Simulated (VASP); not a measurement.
Cr, 2 atoms in the cell. The structure is cubic, space group Im-3m (No. 229). Conventional cell: a = 2.969 Å, b = 2.969 Å, c = 2.969 Å, α = 90.00°, β = 90.00°, γ = 90.00°. Within 3.4 Å of Cr (site symmetry m-3m) lie 14 Cr at 2.57 to 2.97 Å. 

* Program: VASP 6.6.1
* Task: single point
* Functional: PBE
* Potentials or basis: VASP PAW PBE potentials, release 64 (Cr_pv)
* Cutoff: 520 eV
* k mesh: 11 × 11 × 11
* Occupations: fermi-dirac, width 0.05 eV
* Spin: collinear spin, antiferromagnetic start
* Starting moments: [-3.0, 3.0] μB
* Hubbard terms: Cr d U = 5.0 eV
* Dipole correction: no
* Further INCAR settings: ALGO = Normal; EDIFF = 1e-06; NBANDS = 23

Potentials or basis: VASP PAW PBE potentials, release 64 (Cr_pv).

Run with:

```bash
$ cat potpaw_PBE.64/Cr_pv/POTCAR > POTCAR
$ mpirun -np 1 vasp_std > vasp.out
```

Hardware: 1 thread of Intel(R) Xeon(R) Platinum 8259CL CPU @ 2.50GHz (Skylake/Cascade Lake) (shared host).

**Question.** How long does it take, and how much memory?

**Answer.** Run time: 65 s on 1 thread of Intel(R) Xeon(R) Platinum 8259CL CPU @ 2.50GHz (Skylake/Cascade Lake) (shared host), peak memory 0.17 GiB. Counts: scf iterations 15, k points 56.
